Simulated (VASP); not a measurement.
Set up this calculation in VASP 6.6.1, as the native input.

```
Task                   : single point
Functional             : PBE
Potentials or basis    : VASP PAW PBE potentials, release 64 (Ba_sv)
Cutoff                 : 520 eV
k mesh                 : 13 × 13 × 13
Occupations            : fermi-dirac, width 0.0612256 eV
Spin                   : no spin polarisation
Dipole correction      : no
Further INCAR settings : ALGO = Normal; EDIFF = 1e-07; NBANDS = 17
```

The structure of Ba lies in POSCAR:

```
Ba
1.0
    0.0000000000      3.8145710597      3.8145710597
    3.8145710597      0.0000000000      3.8145710597
    3.8145710597      3.8145710597      0.0000000000
Ba
2
Direct
    0.0000000000      0.0000000000      0.0000000000
    0.2500000000      0.2500000000      0.2500000000
```

This isn't the form of Ba at room conditions, which is bcc.

These files were run (other wordings do the same):

INCAR

```
PREC = Accurate
ENCUT = 520
EDIFF = 1E-7
ISMEAR = -1
SIGMA = 0.06122561905347299
LREAL = False
LASPH = True
NELM = 100
ALGO = Normal
ISIF = 2
LWAVE = False
LCHARG = False
GGA = PE
NBANDS = 17
```

KPOINTS

```
Automatic mesh
0
Gamma
  13 13 13
```

Potentials or basis: VASP PAW PBE potentials, release 64 (Ba_sv).

Launch:

```bash
$ cat potpaw_PBE.64/Ba_sv/POTCAR > POTCAR
$ mpirun -np 1 vasp_std > vasp.out
```

Results of the run:

```
Pressure               : 0.6 GPa
Band gap on the k mesh : zero (bands 10 and 11 overlap by 0.19 eV)
```

Caveat: spin-orbit coupling is left out, which moves the levels of the heavy elements.

Run time: 2.1 min on 1 thread of Oxide Virtual Turin-like Processor, with other jobs on the host, peak memory 0.28 GiB.
